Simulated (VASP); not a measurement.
Input of a VASP 6.6.1 run:

Contents of INCAR:

```
SYSTEM = Nb
ALGO = Normal
EDIFF = 1E-7
ENCUT = 520
GGA = PE
ISIF = 2
ISMEAR = -1
LASPH = .TRUE.
LCHARG = .FALSE.
LREAL = .FALSE.
LWAVE = .FALSE.
NBANDS = 12
NELM = 100
PREC = Accurate
SIGMA = 0.1
```

The input KPOINTS:

```
k-points
0
G
  11 11 11
  0 0 0
```

The input POSCAR:

```
Nb
1.0
   -1.6547957147      1.6547957147      1.6547957147
    1.6547957147     -1.6547957147      1.6547957147
    1.6547957147      1.6547957147     -1.6547957147
Nb
1
Direct
    0.0000000000      0.0000000000      0.0000000000
```

Potentials or basis: VASP PAW PBE potentials, release 64 (Nb_sv).

Launch:

```sh
$ cat potpaw_PBE.64/Nb_sv/POTCAR > POTCAR
$ mpirun -np 1 vasp_std > vasp.out
```

(1) Estimate the pressure.

## Answers

(1) 0.4 GPa.
